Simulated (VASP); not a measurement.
# WAu (F-43m) in VASP: settings compared

WAu is run at these levels: RPBE, BLYP, r2SCAN; tasks: single point, relaxation of cell and atoms.

Everything below comes from runs of VASP 6.6.1. Logs are shortened: lines on timing, memory, paths and dates and some standing lists are left out, and cuts for length are marked.

## Step 1: The cell of the first run

It takes space group F-43m (No. 216, cubic). Conventional cell: a = 5.855 Å, b = 5.855 Å, c = 5.855 Å, α = 90.00°, β = 90.00°, γ = 90.00°. W (site symmetry -43m) has 4 Au at 2.54 Å within 3.3 Å. Within 3.3 Å of Au (site symmetry -43m) lie 4 W at 2.54 Å.

## Step 2: Single point, RPBE

Contents of INCAR:

```
SYSTEM = WAu
ALGO = Normal
EDIFF = 1E-6
ENCUT = 520
GGA = RP
ISIF = 2
ISMEAR = -1
LASPH = .True.
LCHARG = .True.
LELF = .True.
LREAL = .False.
LVHAR = .True.
LWAVE = .False.
NBANDS = 20
NELM = 100
PREC = Accurate
SIGMA = 0.05
```

Contents of KPOINTS:

```
k-points
0
Gamma
  8 8 8
  0 0 0
```

Contents of POSCAR:

```
WAu
1.0
    0.0000000000      2.9276251925      2.9276251925
    2.9276251925      0.0000000000      2.9276251925
    2.9276251925      2.9276251925      0.0000000000
W Au
1 1
Direct
    0.0000000000      0.0000000000      0.0000000000
    0.7500000000      0.7500000000      0.7500000000
```

Potentials or basis: VASP PAW PBE potentials, release 64 (W_sv, Au).

Started as:

```
$ cat potpaw_PBE.64/W_sv/POTCAR potpaw_PBE.64/Au/POTCAR > POTCAR
$ mpirun -np 1 vasp_std > vasp.out
```

OUTCAR:

```text
SYSTEM = WAu
   EDIFF = 1E-6
   ENCUT = 520
   GGA = RP
   ISIF = 2
   ISMEAR = -1
   LASPH = .True.
   LREAL = .False.
   NELM = 100
   PREC = Accurate

 ion  position               nearest neighbor table
   1  0.000  0.000  0.000-   2 2.54   2 2.54   2 2.54   2 2.54
   2  0.750  0.750  0.750-   1 2.54   1 2.54   1 2.54   1 2.54

  LATTYP: Found a face centered cubic cell.
 ALAT       =     5.8552503850

  Lattice vectors:

 A1 = (   0.0000000000,   2.9276251925,   2.9276251925)
 A2 = (   2.9276251925,   0.0000000000,   2.9276251925)
 A3 = (   2.9276251925,   2.9276251925,   0.0000000000)

Analysis of symmetry for initial positions (statically):
=====================================================================
 Subroutine PRICEL returns:
 Original cell was already a primitive cell.

 Routine SETGRP: Setting up the symmetry group for a
 face centered cubic supercell.

 Subroutine GETGRP returns: Found 24 space group operations
 (whereof 24 operations were pure point group operations)
 out of a pool of 48 trial point group operations.

The static configuration has the point symmetry T_d .

Analysis of symmetry for dynamics (positions and initial velocities):
=====================================================================
 Subroutine PRICEL returns:
 Original cell was already a primitive cell.

 Routine SETGRP: Setting up the symmetry group for a
 face centered cubic supercell.

 Subroutine GETGRP returns: Found 24 space group operations
 (whereof 24 operations were pure point group operations)
 out of a pool of 48 trial point group operations.

The dynamic configuration has the point symmetry T_d .

 Subroutine INISYM returns: Found 24 space group operations
 (whereof 24 operations are pure point group operations),
 and found     1 'primitive' translations

----------------------------------------------------------------------------------------

                                     Primitive cell

  volume of cell :      50.1853

  direct lattice vectors                    reciprocal lattice vectors
     0.000000000  2.927625192  2.927625192    -0.170786889  0.170786889  0.170786889
     2.927625192  0.000000000  2.927625192     0.170786889 -0.170786889  0.170786889
     2.927625192  2.927625192  0.000000000     0.170786889  0.170786889 -0.170786889

  length of vectors
     4.140287253  4.140287253  4.140287253     0.295811570  0.295811570  0.295811570

  position of ions in fractional coordinates (direct lattice)
     0.000000000  0.000000000  0.000000000
     0.750000000  0.750000000  0.750000000

  ion indices of the primitive-cell ions
   primitive index   ion index
                 1           1
                 2           2

----------------------------------------------------------------------------------------

 KPOINTS: k-points

Automatic generation of k-mesh.
 Grid dimensions read from file:
 generate k-points for:    8    8    8

 Generating k-lattice:

  Cartesian coordinates                     Fractional coordinates (reciprocal lattice)
    -0.021348361  0.021348361  0.021348361     0.125000000  0.000000000  0.000000000
     0.021348361 -0.021348361  0.021348361     0.000000000  0.125000000  0.000000000
     0.021348361  0.021348361 -0.021348361     0.000000000  0.000000000  0.125000000

  Length of vectors
     0.036976446  0.036976446  0.036976446

  Shift w.r.t. Gamma in fractional coordinates (k-lattice)
     0.000000000  0.000000000  0.000000000

 Subroutine IBZKPT returns following result:
 ===========================================

 Found     29 irreducible k-points:

 Following reciprocal coordinates:
            Coordinates               Weight
  0.000000  0.000000  0.000000      1.000000
  0.125000  0.000000  0.000000      8.000000
  0.250000  0.000000  0.000000      8.000000
  0.375000  0.000000  0.000000      8.000000
  0.500000  0.000000  0.000000      4.000000
  0.125000  0.125000  0.000000      6.000000
[... 16 lines left out ...]
  0.500000  0.250000  0.125000     48.000000
 -0.375000  0.250000  0.125000     24.000000
 [... further k-points ...]
   k-points           NKPTS =     29   k-points in BZ     NKDIM =     29   number of bands    NBANDS=     20
   number of dos      NEDOS =    301   number of ions     NIONS =      2
   total plane-waves  NPLWV =  32768
   dimension x,y,z NGX =    32 NGY =   32 NGZ =   32
   dimension x,y,z NGXF=    64 NGYF=   64 NGZF=   64
   ions per type =               1   1
   NGX,Y,Z   is equivalent  to a cutoff of  12.85, 12.85, 12.85 a.u.
   NGXF,Y,Z  is equivalent  to a cutoff of  25.70, 25.70, 25.70 a.u.
 SYSTEM =  WAu
   PREC   = accura    normal or accurate (medium, high low for compatibility)
   ISTART =      0    job   : 0-new  1-cont  2-samecut
   ICHARG =      2    charge: 1-file 2-atom 10-const
   ISPIN  =      1    spin polarized calculation?
   LNONCOLLINEAR =      F non collinear calculations
   LSORBIT =      F    spin-orbit coupling
   LASPH  =      T    aspherical Exc in radial PAW
   ENCUT  =  520.0 eV  38.22 Ry    6.18 a.u.   7.70  7.70  7.70*2*pi/ulx,y,z
   NELM   =    100;   NELMIN=  2; NELMDL= -5     # of ELM steps
   EDIFF  = 0.1E-05   stopping-criterion for ELM
   LREAL  =      F    real-space projection
   EDIFFG = 0.1E-04   stopping-criterion for IOM
   NSW    =      0    number of steps for IOM
   IBRION =     -1    ionic relax: 0-MD 1-quasi-New 2-CG
   NFREE  =      0    steps in history (QN), initial steepest desc. (CG)
   ISIF   =      2    stress and relaxation
   ISYM   =      2    0-nonsym 1-usesym 2-fastsym
   POTIM  = 0.5000    time-step for ionic-motion
   TEBEG  =    0.0;   TEEND  =   0.0 temperature during run
   PSTRESS=    0.0 pullay stress
   NELECT =      25.0000    total number of electrons
   NUPDOWN=      -1.0000    fix difference up-down
   EMIN   =  10.00;   EMAX   =-10.00  energy-range for DOS
   EFERMI =   0.00;   METHOD = LEGACY
   ISMEAR =    -1;   SIGMA  =   0.05  broadening in eV -4-tet -1-fermi 0-gaus
   EFERMI_NEDOS =   21; number of points for ismear=-14 and -15
   IALGO  =     38    algorithm
   IMIX   =      4    mixing-type and parameters
     AMIX     =   0.40;   BMIX     =  1.00
     AMIX_MAG =   1.60;   BMIX_MAG =  1.00
  volume/ion in A,a.u.               =      25.09       169.33
  Fermi-wavevector in a.u.,A,eV,Ry     =   1.297765  2.452420 22.914847  1.684194
  Thomas-Fermi vector in A             =   2.429136
   LORBIT       =      0    0 simple, 1 ext, 2 COOP (PROOUT), +10 PAW based schemes
   GGA     = RP    functional components
   LHFCALC =     F    Hartree Fock is set to
   AEXX    =    0.0000 exact exchange contribution
   IVDW    =     0    specifies the selected vdW correction
   LEPSILON=     F    determine dielectric tensor
   LRPA    =     F    only Hartree local field effects (RPA)
 non-spin polarized calculation
  energy-cutoff  :      520.00
  volume of cell :       50.19
 maximum number of plane-waves:      1365
   NGX = 15   NGY = 15   NGZ = 15

 number of electron      25.0000000 magnetization

 Free energy of the ion-electron system (eV)
  ---------------------------------------------------
  ext. energy  EPLUGINS =         0.00000000
  ---------------------------------------------------
  free energy    TOTEN  =       -11.24775946 eV

  energy without entropy =      -11.22793628  energy(sigma->0) =      -11.23784787

 E-fermi :   5.5354     XC(G=0): -10.4537

 val. band max:        5.5014772961   @ k =  -0.3750   0.2500   0.1250
 cond. band min:       5.5689888180   @ k =   0.3750   0.2500   0.0000
 fundamental gap:      0.0675115219
 Fermi energy:         5.5354204778

 k-point     1 :       0.0000    0.0000    0.0000
  band No.  band energies     occupation
      1     -68.8649      2.00000
      2     -33.0440      2.00000
      3     -33.0440      2.00000
      4     -33.0440      2.00000
      5      -1.8656      2.00000
      6      -0.1051      2.00000
[... 12 lines left out ...]
     19      16.5389      0.00000
     20      16.5490      0.00000

 k-point     2 :       0.1250    0.0000    0.0000
  band No.  band energies     occupation
      1     -68.8648      2.00000
      2     -33.0458      2.00000
      3     -33.0439      2.00000
      4     -33.0439      2.00000
      5      -1.6399      2.00000
      6      -0.2085      2.00000
[... 12 lines left out ...]
     19      15.8940      0.00000
     20      16.4435      0.00000

 k-point     3 :       0.2500    0.0000    0.0000
  band No.  band energies     occupation
      1     -68.8645      2.00000
      2     -33.0502      2.00000
      3     -33.0437      2.00000
      4     -33.0437      2.00000
      5      -1.0741      2.00000
      6      -0.2499      2.00000
[... 12 lines left out ...]
     19      14.6104      0.00000
     20      16.7564      0.00000

 k-point     4 :       0.3750    0.0000    0.0000
  band No.  band energies     occupation
      1     -68.8642      2.00000
      2     -33.0545      2.00000
      3     -33.0436      2.00000
      4     -33.0436      2.00000
      5      -0.6599      2.00000
      6      -0.1861      2.00000
[... 12 lines left out ...]
     19      14.1235      0.00000
     20      17.2744      0.00000

 k-point     5 :       0.5000    0.0000    0.0000
  band No.  band energies     occupation
      1     -68.8641      2.00000
      2     -33.0563      2.00000
      3     -33.0435      2.00000
      4     -33.0435      2.00000
      5      -0.5987      2.00000
      6      -0.1037      2.00000
[... 12 lines left out ...]
     19      14.0279      0.00000
     20      17.3635      0.00000

 k-point     6 :       0.1250    0.1250    0.0000
  band No.  band energies     occupation
      1     -68.8647      2.00000
      2     -33.0464      2.00000
      3     -33.0439      2.00000
      4     -33.0439      2.00000
      5      -1.5606      2.00000
      6      -0.3449      2.00000
[... 12 lines left out ...]
     19      15.1017      0.00000
     20      15.7176      0.00000

 k-point     7 :       0.2500    0.1250    0.0000
  band No.  band energies     occupation
      1     -68.8645      2.00000
      2     -33.0496      2.00000
      3     -33.0440      2.00000
      4     -33.0438      2.00000
      5      -1.0924      2.00000
      6      -0.4214      2.00000
[... 12 lines left out ...]
     19      14.7615      0.00000
     20      16.0092      0.00000
[... 277 lines left out ...]
 k-point    20 :      -0.3750    0.3750    0.0000
  band No.  band energies     occupation
      1     -68.8639      2.00000
      2     -33.0566      2.00000
      3     -33.0466      2.00000
      4     -33.0435      2.00000
      5      -0.5948      2.00000
      6      -0.3740      2.00000
[... 12 lines left out ...]
     19      15.0857      0.00000
     20      17.7437      0.00000

 k-point    21 :       0.5000    0.5000    0.0000
  band No.  band energies     occupation
      1     -68.8639      2.00000
      2     -33.0599      2.00000
      3     -33.0435      2.00000
      4     -33.0435      2.00000
      5      -0.6226      2.00000
      6      -0.3105      2.00000
[... 12 lines left out ...]
     19      14.8047      0.00000
     20      15.2236      0.00000

 k-point    22 :       0.3750    0.2500    0.1250
  band No.  band energies     occupation
      1     -68.8643      2.00000
      2     -33.0523      2.00000
      3     -33.0447      2.00000
      4     -33.0437      2.00000
      5      -0.6729      2.00000
      6      -0.4286      2.00000
[... 12 lines left out ...]
     19      15.2602      0.00000
     20      16.0720      0.00000

 k-point    23 :       0.5000    0.2500    0.1250
  band No.  band energies     occupation
      1     -68.8640      2.00000
      2     -33.0544      2.00000
      3     -33.0459      2.00000
      4     -33.0435      2.00000
      5      -0.4853      2.00000
      6      -0.4156      2.00000
[... 12 lines left out ...]
     19      15.2756      0.00000
     20      17.4598      0.00000

 k-point    24 :      -0.3750    0.2500    0.1250
  band No.  band energies     occupation
      1     -68.8640      2.00000
      2     -33.0552      2.00000
      3     -33.0465      2.00000
      4     -33.0435      2.00000
      5      -0.4994      2.00000
      6      -0.3338      2.00000
[... 12 lines left out ...]
     19      15.2180      0.00000
     20      18.0144      0.00000

 [... further k-points ...]

------------------------ aborting loop because EDIFF is reached ----------------------------------------

  FORCE on cell =-STRESS in cart. coord.  units (eV):
  Direction    XX          YY          ZZ          XY          YZ          ZX
  --------------------------------------------------------------------------------------
  -------------------------------------------------------------------------------------
  Total        0.0012039      0.0012039      0.0012039      0.0000000     -0.0000000      0.0000000
  in kB        0.0384335      0.0384335      0.0384335      0.0000000     -0.0000000      0.0000000
  external PRESSURE =       0.0384335 kB  Pullay stress =       0.0000000 kB

 VOLUME and BASIS-vectors are now :
 -----------------------------------------------------------------------------
  energy-cutoff  :      520.00
  volume of cell :       50.19
      direct lattice vectors                 reciprocal lattice vectors
     0.000000000  2.927625192  2.927625192    -0.170786889  0.170786889  0.170786889
     2.927625192  0.000000000  2.927625192     0.170786889 -0.170786889  0.170786889
     2.927625192  2.927625192  0.000000000     0.170786889  0.170786889 -0.170786889

 POSITION                                       TOTAL-FORCE (eV/Angst)
 -----------------------------------------------------------------------------------
      0.00000      0.00000      0.00000         0.000000      0.000000      0.000000
      4.39144      4.39144      4.39144        -0.000000     -0.000000     -0.000000
 -----------------------------------------------------------------------------------
    total drift:                               -0.000001     -0.000001     -0.000000

  FREE ENERGIE OF THE ION-ELECTRON SYSTEM (eV)
  ---------------------------------------------------
  free  energy   TOTEN  =       -11.2477594562 eV

  energy  without entropy=      -11.2279362840  energy(sigma->0) =      -11.23784787
```

Wall time 22 s (1 thread of Intel Xeon 6975P-C, shared host); peak memory 0.19 GiB.

What came out:

| Item | Value |
| --- | --- |
| Free energy | -11.2478 eV |
| Pressure | 0.0 GPa |

Levels at points of the mesh, in eV from the Fermi level:
| k point | band 10 | band 11 | band 12 | band 13 | band 14 | band 15 | band 16 | band 17 |
| --- | --- | --- | --- | --- | --- | --- | --- | --- |
| (0.00, 0.00, 0.00) | -5.56 | -0.72 | -0.72 | -0.72 | 1.46 | 1.46 | 8.29 | 11.00 |
| (0.50, 0.00, 0.00) | -4.90 | -1.77 | -0.26 | -0.26 | 1.30 | 1.30 | 1.92 | 7.62 |
| (0.50, 0.50, 0.00) | -3.96 | -2.68 | 0.37 | 1.23 | 1.39 | 1.39 | 2.61 | 3.36 |

Caveat: the PAW data sets were made with another functional, which shifts forces and pressure a little; spin-orbit coupling is left out, which moves the levels of the heavy elements.

## Step 3: Single point, BLYP

This run uses another cell than the first one, of 25.83 Å³/atom, 1.029 times its volume.

Contents of INCAR:

```
PREC = Accurate
ENCUT = 520
EDIFF = 1E-7
ISMEAR = -1
SIGMA = 0.05
LREAL = F
LASPH = T
NELM = 80
ALGO = Fast
ISIF = 2
LWAVE = F
LCHARG = F
GGA = B5
ALDAX = 1.0
AGGAX = 1.0
AGGAC = 1.0
ALDAC = 0.0
NBANDS = 20
```

Contents of KPOINTS:

```
regular mesh
0
Gamma
  8 8 8
```

Contents of POSCAR:

```
WAu
1.0
    0.0000000000      2.9559209122      2.9559209122
    2.9559209122      0.0000000000      2.9559209122
    2.9559209122      2.9559209122      0.0000000000
W Au
1 1
Direct
    0.0000000000      0.0000000000      0.0000000000
    0.7500000000      0.7500000000      0.7500000000
```

Potentials or basis: VASP PAW PBE potentials, release 64 (W_sv, Au).

Started as:

```
$ cat potpaw_PBE.64/W_sv/POTCAR potpaw_PBE.64/Au/POTCAR > POTCAR
$ mpirun -np 1 vasp_std > vasp.out
```

Wall time 39 s (1 thread of Intel Xeon 6975P-C, shared host); peak memory 0.19 GiB.

It converged, with:

```
Free energy : -10.6987 eV
Pressure    : 0.7 GPa
```

Levels at points of the mesh, in eV from the Fermi level:
```tsv
k point	band 10	band 11	band 12	band 13	band 14	band 15	band 16	band 17
(0.00, 0.00, 0.00)	-5.46	-0.73	-0.73	-0.73	1.34	1.34	8.36	11.00
(0.50, 0.00, 0.00)	-4.81	-1.58	-0.28	-0.28	1.19	1.19	1.79	7.46
(0.50, 0.50, 0.00)	-3.91	-2.56	0.32	1.25	1.29	1.29	2.45	3.38
```

Caveat: the PAW data sets were made with another functional, which shifts forces and pressure a little; spin-orbit coupling is left out, which moves the levels of the heavy elements.

## Step 4: Single point, r2SCAN

This run uses another cell than the first one, of 20.75 Å³/atom, 0.827 times its volume.

Contents of POSCAR:

```
WAu
1.0
    0.0000000000      2.7479792600      2.7479792600
    2.7479792600      0.0000000000      2.7479792600
    2.7479792600      2.7479792600      0.0000000000
W Au
1 1
Direct
    0.0000000000      0.0000000000      0.0000000000
    0.7500000000      0.7500000000      0.7500000000
```

Contents of INCAR.step1:

```
ALGO = Normal
EDIFF = 1E-4
ENCUT = 520
GGA = PE
ISMEAR = -1
LASPH = T
LCHARG = F
LREAL = F
LWAVE = T
NBANDS = 20
NELM = 60
PREC = Accurate
SIGMA = 0.05
```

Contents of INCAR.step2:

```
ALGO = Normal
EDIFF = 1E-6
ENCUT = 520
ISIF = 2
ISMEAR = -1
ISTART = 1
LASPH = T
LCHARG = F
LMIXTAU = T
LREAL = F
LWAVE = F
METAGGA = R2SCAN
NBANDS = 20
NELM = 60
PREC = Accurate
SIGMA = 0.05
```

Contents of KPOINTS:

```
k-points
0
Gamma
  8 8 8
```

Started as:

```
$ cat potpaw_PBE.64/W_sv/POTCAR potpaw_PBE.64/Au/POTCAR > POTCAR
$ cp INCAR.step1 INCAR
$ mpirun -np 1 vasp_std > vasp.out
$ cp INCAR.step2 INCAR
$ mpirun -np 1 vasp_std > vasp.out
```

Run time: 73 s. Hardware: 1 thread of Intel Xeon 6975P-C, shared host; peak memory 0.19 GiB.

Results (log left out):

```yaml
Free_energy: -97.3649 eV
Pressure: 30.2 GPa
```

Levels at points of the mesh, in eV from the Fermi level:
| k point | band 10 | band 11 | band 12 | band 13 | band 14 | band 15 | band 16 | band 17 |
| --- | --- | --- | --- | --- | --- | --- | --- | --- |
| (0.00, 0.00, 0.00) | -6.67 | -0.92 | -0.92 | -0.92 | 2.24 | 2.24 | 9.88 | 12.39 |
| (0.50, 0.00, 0.00) | -5.88 | -2.26 | -0.25 | -0.25 | 1.91 | 1.91 | 2.78 | 9.44 |
| (0.50, 0.50, 0.00) | -4.52 | -3.29 | 0.45 | 1.66 | 2.03 | 2.03 | 3.86 | 3.86 |

Caveat: the PAW data sets were made with another functional, which shifts forces and pressure a little; spin-orbit coupling is left out, which moves the levels of the heavy elements.

(Continued in part 2 of 2.)
